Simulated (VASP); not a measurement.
Write the native input for VASP 6.6.1 that does the following.

```yaml
Task: single point
Functional: PBE
Potentials_or_basis: VASP PAW PBE potentials, release 64 (Cu, O)
Cutoff: 520 eV
k_mesh: 4 × 7 × 4
Occupations: fermi-dirac, width 0.05 eV
Spin: collinear spin, ferromagnetic start
Starting_moments: "[0.03, 0.03, 0.03, 0.03, 0.0, 0.0, 0.0, 0.0] μB"
Dipole_correction: no
Further_INCAR_settings: ALGO = Normal; EDIFF = 1e-07; NBANDS = 48; ISYM = 0
```

The structure of CuO lies in POSCAR:

```
CuO
1.0
    4.6791000000     -3.4805000000      0.0000000000
    2.3395500000      1.7402500000      0.0000000000
   -0.7652000000      0.0000000000      5.0607800000
Cu O
4 4
Direct
    0.0000000000      0.5000000000      0.0000000000
    0.5000000000      0.5000000000      0.0000000000
    0.2500000000      0.0000000000      0.5000000000
    0.7500000000      0.0000000000      0.5000000000
    0.2738500000      0.4523000000      0.2500000000
    0.7738500000      0.4523000000      0.2500000000
    0.2261500000      0.5477000000      0.7500000000
    0.7261500000      0.5477000000      0.7500000000
```

One way to write it, as run:

INCAR

```
SYSTEM = CuO
PREC = Accurate ; ENCUT = 520
EDIFF = 1E-7 ; ISMEAR = -1
SIGMA = 0.05 ; LREAL = .FALSE.
LASPH = .TRUE. ; NELM = 150
ALGO = Normal ; ISIF = 2
LWAVE = .FALSE. ; LCHARG = .FALSE.
ISPIN = 2 ; MAGMOM = 0.03 0.03 0.03 0.03 0 0 0 0
LORBIT = 11 ; LMAXMIX = 4
GGA = PE ; ISYM = 0
NBANDS = 48
```

KPOINTS

```
regular mesh
0
G
  4 7 4
  0 0 0
```

Potentials or basis: VASP PAW PBE potentials, release 64 (Cu, O).

Run with:

```console
$ cat potpaw_PBE.64/Cu/POTCAR potpaw_PBE.64/O/POTCAR > POTCAR
$ mpirun -np 1 vasp_std > vasp.out
```

It gave:

- Pressure: 7.5 GPa
- Largest force: 0.222 eV/Å
- Band gap on the k mesh: zero (filled and empty bands overlap)
- Net moment: 0.00 μB per cell
- Valence electrons inside the program's atomic spheres: Cu 9.93; O 4.97

Caveat: semilocal functionals often make such compounds metallic where correlation or magnetic order opens a gap, which also shifts bond lengths.

It took 8.8 min on 1 thread of Intel(R) Xeon(R) Platinum 8488C (Sapphire Rapids) (shared host), peak memory 0.44 GiB.
